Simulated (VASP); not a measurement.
# Ir in VASP: single point with PBE

Aim: the single point of Ir with PBE.

Program: VASP 6.6.1. These are calculated values, not measurements. Logs are shortened: lines on timing, memory, paths and dates and some standing lists are left out, and cuts for length are marked.

### Step 1. The cell of the first run

The cell holds a slab with vacuum, 6 atoms: a = 2.737 Å, b = 2.737 Å, c = 24.677 Å, α = 90.00°, β = 90.00°, γ = 90.00°.

### Step 2. Single point, PBE

Contents of INCAR:

```
SYSTEM = Ir
ALGO = Normal ; DIPOL = 0.5 0.5 0.500
EDIFF = 1E-6 ; ENCUT = 520
GGA = PE ; IDIPOL = 3
ISIF = 2 ; ISMEAR = 0
LASPH = .True. ; LCHARG = .False.
LDIPOL = .True. ; LREAL = .False.
LWAVE = .False. ; NBANDS = 36
NELM = 100 ; PREC = Accurate
SIGMA = 0.1
```

Contents of KPOINTS:

```
k-points
0
Gamma
  13 13 1
  0 0 0
```

Contents of POSCAR:

```
Ir
1.0
    2.7369678023      0.0000000000      0.0000000000
    0.0000000000      2.7369678023      0.0000000000
    0.0000000000      0.0000000000     24.6766424644
Ir
6
Direct
    0.5000000000      0.5000000000      0.3039311369
    0.0000000000      0.0000000000      0.3823586822
    0.5000000000      0.5000000000      0.4607862274
    0.0000000000      0.0000000000      0.5392137726
    0.5000000000      0.5000000000      0.6176413178
    0.0000000000      0.0000000000      0.6960688631
```

Potentials or basis: VASP PAW PBE potentials, release 64 (Ir).

Command:

```
$ cat potpaw_PBE.64/Ir/POTCAR > POTCAR
$ mpirun -np 1 vasp_std > vasp.out
```

OUTCAR:

```text
SYSTEM = Ir
   EDIFF = 1E-6
   ENCUT = 520
   GGA = PE
   ISIF = 2
   ISMEAR = 0
   LASPH = .True.
   LREAL = .False.
   NELM = 100
   PREC = Accurate

 ion  position               nearest neighbor table
   1  0.500  0.500  0.304-   2 2.74   2 2.74   2 2.74   2 2.74
   2  0.000  0.000  0.382-   3 2.74   3 2.74   3 2.74   3 2.74   1 2.74   1 2.74   1 2.74   1 2.74

   3  0.500  0.500  0.461-   2 2.74   4 2.74   2 2.74   4 2.74   2 2.74   4 2.74   2 2.74   4 2.74

   4  0.000  0.000  0.539-   3 2.74   5 2.74   3 2.74   5 2.74   3 2.74   5 2.74   3 2.74   5 2.74

   5  0.500  0.500  0.618-   4 2.74   4 2.74   4 2.74   4 2.74   6 2.74   6 2.74   6 2.74   6 2.74

   6  0.000  0.000  0.696-   5 2.74   5 2.74   5 2.74   5 2.74

  LATTYP: Found a simple tetragonal cell.
 ALAT       =     2.7369678023
 C/A-ratio  =     9.0160514288

  Lattice vectors:

 A1 = (   2.7369678023,   0.0000000000,   0.0000000000)
 A2 = (   0.0000000000,   2.7369678023,   0.0000000000)
 A3 = (   0.0000000000,   0.0000000000,  24.6766424644)

Analysis of symmetry for initial positions (statically):
=====================================================================
 Subroutine PRICEL returns:
 Original cell was already a primitive cell.

 Routine SETGRP: Setting up the symmetry group for a
 simple tetragonal supercell.

 Subroutine GETGRP returns: Found 16 space group operations
 (whereof  8 operations were pure point group operations)
 out of a pool of 16 trial point group operations.

The static configuration has the point symmetry C_4v.
 The point group associated with its full space group is D_4h.

Analysis of symmetry for dynamics (positions and initial velocities):
=====================================================================
 Subroutine PRICEL returns:
 Original cell was already a primitive cell.

 Routine SETGRP: Setting up the symmetry group for a
 simple tetragonal supercell.

 Subroutine GETGRP returns: Found 16 space group operations
 (whereof  8 operations were pure point group operations)
 out of a pool of 16 trial point group operations.

The dynamic configuration has the point symmetry C_4v.
 The point group associated with its full space group is D_4h.

 Subroutine INISYM returns: Found 16 space group operations
 (whereof  8 operations are pure point group operations),
 and found     1 'primitive' translations

----------------------------------------------------------------------------------------

                                     Primitive cell

  volume of cell :     184.8525

  direct lattice vectors                    reciprocal lattice vectors
     2.736967802  0.000000000  0.000000000     0.365367835  0.000000000  0.000000000
     0.000000000  2.736967802  0.000000000     0.000000000  0.365367835  0.000000000
     0.000000000  0.000000000 24.676642464     0.000000000  0.000000000  0.040524152

  length of vectors
     2.736967802  2.736967802 24.676642464     0.365367835  0.365367835  0.040524152

  position of ions in fractional coordinates (direct lattice)
     0.500000000  0.500000000  0.303931137
     0.000000000  0.000000000  0.382358682
     0.500000000  0.500000000  0.460786227
     0.000000000  0.000000000  0.539213773
     0.500000000  0.500000000  0.617641318
     0.000000000  0.000000000  0.696068863

  ion indices of the primitive-cell ions
   primitive index   ion index
                 1           1
                 2           2
                 3           3
                 4           4
                 5           5
                 6           6

----------------------------------------------------------------------------------------

 KPOINTS: k-points

Automatic generation of k-mesh.
 Grid dimensions read from file:
 generate k-points for:   13   13    1

 Generating k-lattice:

  Cartesian coordinates                     Fractional coordinates (reciprocal lattice)
     0.028105218  0.000000000  0.000000000     0.076923077  0.000000000  0.000000000
     0.000000000  0.028105218  0.000000000     0.000000000  0.076923077  0.000000000
     0.000000000  0.000000000  0.040524152     0.000000000  0.000000000  1.000000000

  Length of vectors
     0.028105218  0.028105218  0.040524152

  Shift w.r.t. Gamma in fractional coordinates (k-lattice)
     0.000000000  0.000000000  0.000000000

 Subroutine IBZKPT returns following result:
 ===========================================

 Found     28 irreducible k-points:

 Following reciprocal coordinates:
            Coordinates               Weight
  0.000000  0.000000  0.000000      1.000000
  0.076923  0.000000  0.000000      4.000000
  0.153846  0.000000  0.000000      4.000000
  0.230769  0.000000  0.000000      4.000000
  0.307692  0.000000  0.000000      4.000000
  0.384615  0.000000  0.000000      4.000000
[... 16 lines left out ...]
  0.307692  0.307692  0.000000      4.000000
  0.384615  0.307692  0.000000      8.000000
 [... further k-points ...]
   k-points           NKPTS =     28   k-points in BZ     NKDIM =     28   number of bands    NBANDS=     36
   number of dos      NEDOS =    301   number of ions     NIONS =      6
   total plane-waves  NPLWV =  76800
   dimension x,y,z NGX =    20 NGY =   20 NGZ =  192
   dimension x,y,z NGXF=    40 NGYF=   40 NGZF=  384
   ions per type =               6
   NGX,Y,Z   is equivalent  to a cutoff of  12.15, 12.15, 12.93 a.u.
   NGXF,Y,Z  is equivalent  to a cutoff of  24.30, 24.30, 25.87 a.u.
 SYSTEM =  Ir
   PREC   = accura    normal or accurate (medium, high low for compatibility)
   ISTART =      0    job   : 0-new  1-cont  2-samecut
   ICHARG =      2    charge: 1-file 2-atom 10-const
   ISPIN  =      1    spin polarized calculation?
   LNONCOLLINEAR =      F non collinear calculations
   LSORBIT =      F    spin-orbit coupling
   LASPH  =      T    aspherical Exc in radial PAW
   ENCUT  =  520.0 eV  38.22 Ry    6.18 a.u.   5.09  5.09 45.88*2*pi/ulx,y,z
   NELM   =    100;   NELMIN=  2; NELMDL= -5     # of ELM steps
   EDIFF  = 0.1E-05   stopping-criterion for ELM
   LREAL  =      F    real-space projection
   EDIFFG = 0.1E-04   stopping-criterion for IOM
   NSW    =      0    number of steps for IOM
   IBRION =     -1    ionic relax: 0-MD 1-quasi-New 2-CG
   NFREE  =      0    steps in history (QN), initial steepest desc. (CG)
   ISIF   =      2    stress and relaxation
   ISYM   =      2    0-nonsym 1-usesym 2-fastsym
   POTIM  = 0.5000    time-step for ionic-motion
   TEBEG  =    0.0;   TEEND  =   0.0 temperature during run
   PSTRESS=    0.0 pullay stress
   NELECT =      54.0000    total number of electrons
   NUPDOWN=      -1.0000    fix difference up-down
   EMIN   =  10.00;   EMAX   =-10.00  energy-range for DOS
   EFERMI =   0.00;   METHOD = LEGACY
   ISMEAR =     0;   SIGMA  =   0.10  broadening in eV -4-tet -1-fermi 0-gaus
   EFERMI_NEDOS =   21; number of points for ismear=-14 and -15
   IALGO  =     38    algorithm
   IMIX   =      4    mixing-type and parameters
     AMIX     =   0.40;   BMIX     =  1.00
     AMIX_MAG =   1.60;   BMIX_MAG =  1.00
  volume/ion in A,a.u.               =      30.81       207.91
  Fermi-wavevector in a.u.,A,eV,Ry     =   1.086253  2.052720 16.054130  1.179945
  Thomas-Fermi vector in A             =   2.222385
   LORBIT       =      0    0 simple, 1 ext, 2 COOP (PROOUT), +10 PAW based schemes
   GGA     = PE    functional components
   LHFCALC =     F    Hartree Fock is set to
   AEXX    =    0.0000 exact exchange contribution
   IVDW    =     0    specifies the selected vdW correction
   LEPSILON=     F    determine dielectric tensor
   LRPA    =     F    only Hartree local field effects (RPA)
 non-spin polarized calculation
 Gauss-broadening in eV      SIGMA  =   0.10
  energy-cutoff  :      520.00
  volume of cell :      184.85
 maximum number of plane-waves:      5017
   NGX = 11   NGY = 11   NGZ = 91

 number of electron      53.9999992 magnetization

 dipolmoment           0.000000      0.000000      0.000000 electrons x Angstroem

 Free energy of the ion-electron system (eV)
  ---------------------------------------------------
  ext. energy  EPLUGINS =         0.00000000
  ---------------------------------------------------
  free energy    TOTEN  =       -50.36048251 eV

  energy without entropy =      -50.32534985  energy(sigma->0) =      -50.34291618

 E-fermi :   1.7026     XC(G=0):  -7.3657

 val. band max:        1.6845479167   @ k =   0.2308   0.0769   0.0000
 cond. band min:       1.7032882819   @ k =   0.0769   0.0000   0.0000
 fundamental gap:      0.0187403652
 Fermi energy:         1.7025505821

 k-point     1 :       0.0000    0.0000    0.0000
  band No.  band energies     occupation
      1      -8.7366      2.00000
      2      -7.6618      2.00000
      3      -6.3149      2.00000
      4      -5.7677      2.00000
      5      -5.1638      2.00000
      6      -5.0238      2.00000
[... 28 lines left out ...]
     35       2.9401      0.00000
     36       2.9401      0.00000

 k-point     2 :       0.0769    0.0000    0.0000
  band No.  band energies     occupation
      1      -8.5718      2.00000
      2      -7.5142      2.00000
      3      -6.1853      2.00000
      4      -5.6381      2.00000
      5      -5.0479      2.00000
      6      -4.8931      2.00000
[... 28 lines left out ...]
     35       2.9770      0.00000
     36       3.4765      0.00000

 k-point     3 :       0.1538    0.0000    0.0000
  band No.  band energies     occupation
      1      -8.1005      2.00000
      2      -7.1131      2.00000
      3      -5.8823      2.00000
      4      -5.3436      2.00000
      5      -4.6586      2.00000
      6      -4.6300      2.00000
[... 28 lines left out ...]
     35       2.9155      0.00000
     36       4.6128      0.00000
[... 742 lines left out ...]
 k-point    23 :       0.3077    0.3077    0.0000
  band No.  band energies     occupation
      1      -5.2916      2.00000
      2      -4.4747      2.00000
      3      -4.3913      2.00000
      4      -4.2397      2.00000
      5      -4.1755      2.00000
      6      -3.8202      2.00000
[... 28 lines left out ...]
     35       6.5389      0.00000
     36       8.0734      0.00000

 k-point    24 :       0.3846    0.3077    0.0000
  band No.  band energies     occupation
      1      -5.1700      2.00000
      2      -4.7395      2.00000
      3      -4.5921      2.00000
      4      -4.5006      2.00000
      5      -4.2219      2.00000
      6      -4.0216      2.00000
[... 28 lines left out ...]
     35       7.2617      0.00000
     36       7.9467      0.00000

 [... further k-points ...]

------------------------ aborting loop because EDIFF is reached ----------------------------------------

 vacuum level on the upper side and lower side of the slab       (xc-potential included)        -0.216        -0.216

  FORCE on cell =-STRESS in cart. coord.  units (eV):
  Direction    XX          YY          ZZ          XY          YZ          ZX
  --------------------------------------------------------------------------------------
  -------------------------------------------------------------------------------------
  Total       -5.2879176     -5.2879176     -3.2781672      0.0000000     -0.0000000      0.0000000
  in kB      -45.8321064    -45.8321064    -28.4129442      0.0000000     -0.0000000      0.0000000
  external PRESSURE =     -40.0257190 kB  Pullay stress =       0.0000000 kB

 VOLUME and BASIS-vectors are now :
 -----------------------------------------------------------------------------
  energy-cutoff  :      520.00
  volume of cell :      184.85
      direct lattice vectors                 reciprocal lattice vectors
     2.736967802  0.000000000  0.000000000     0.365367835  0.000000000  0.000000000
     0.000000000  2.736967802  0.000000000     0.000000000  0.365367835  0.000000000
     0.000000000  0.000000000 24.676642464     0.000000000  0.000000000  0.040524152

 POSITION                                       TOTAL-FORCE (eV/Angst)
 -----------------------------------------------------------------------------------
      1.36848      1.36848      7.50000        -0.000000     -0.000000      0.919424
      0.00000      0.00000      9.43533        -0.000000     -0.000000     -0.874822
      1.36848      1.36848     11.37066         0.000000     -0.000000     -0.304653
      0.00000      0.00000     13.30599        -0.000000      0.000000      0.304653
      1.36848      1.36848     15.24131        -0.000000      0.000000      0.874822
      0.00000      0.00000     17.17664         0.000000      0.000000     -0.919424
 -----------------------------------------------------------------------------------
    total drift:                               -0.000000     -0.000000      0.000000

  FREE ENERGIE OF THE ION-ELECTRON SYSTEM (eV)
  ---------------------------------------------------
  free  energy   TOTEN  =       -50.3604825067 eV

  energy  without entropy=      -50.3253498507  energy(sigma->0) =      -50.34291618

 vacuum level on the upper side and lower side of the slab         7.103         7.103
```

Run time: 6.1 min. Hardware: 1 thread of AMD EPYC 7R13, shared host; peak memory 0.31 GiB.

What came out:

```
Free energy            : -50.3605 eV
Largest force          : 0.919 eV/Å
Band gap on the k mesh : zero (bands 27 and 28 overlap by 2.04 eV)
```

Forces on the atoms (eV/Å):
```
Ir   0.000  0.000  0.919
Ir   0.000  0.000 -0.875
Ir   0.000  0.000 -0.305
Ir   0.000  0.000  0.305
Ir   0.000  0.000  0.875
Ir   0.000  0.000 -0.919
```

Levels at points of the mesh, in eV from the Fermi level:
```tsv
k point	band 25	band 26	band 27	band 28	band 29	band 30	band 31	band 32
(0.00, 0.00, 0.00)	-0.63	-0.59	-0.59	-0.12	0.41	0.54	0.54	0.78
```

Caveat: spin-orbit coupling is left out, which moves the levels of the heavy elements.
